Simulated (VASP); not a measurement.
Runs of VASP 6.6.1 on Si4F. The structure is that of space group I4/mmm (No. 139), or close to it. The cells are those of the table. The cell was generated, and may not be a known phase.

```tsv
task	cell	k mesh	cutoff (eV)	gap on the mesh (eV)	pressure (GPa)	relaxed volume (Å³/atom)
relaxation of cell and atoms	relaxed from a = 5.178 Å, angles 123.2, 123.2, 84.6°, 5 atoms	12 × 12 × 12	600	none	0.0	(a)
relaxation of cell and atoms	relaxed from a = 5.319 Å, angles 125.4, 125.4, 80.8°, 5 atoms	6 × 6 × 6	600	none	0.1	18.48
single point	a = 5.275 Å, angles 124.7, 124.7, 82.0°, 5 atoms	12 × 12 × 12	520	none	-0.1	-
single point	a = 5.319 Å, angles 125.4, 125.4, 80.8°, 5 atoms	4 × 4 × 4	520	none	0.0	-
single point	a = 5.178 Å, angles 123.2, 123.2, 84.6°, 5 atoms	6 × 6 × 6	520	none	-0.1	-
```

Alike in all rows: level PBE; potentials or basis VASP PAW PBE potentials, release 64 (Si, F); no spin polarisation; smearing gaussian 0.1 eV.

Task: Fill in the values left out.

Result: (a) 19.00.

Caveats: some runs use coarse meshes; an odd number of electrons without spin polarisation forces a metal; a magnetic or distorted state may lie lower.

A gap of «none» marks levels without a gap at the run's occupations.
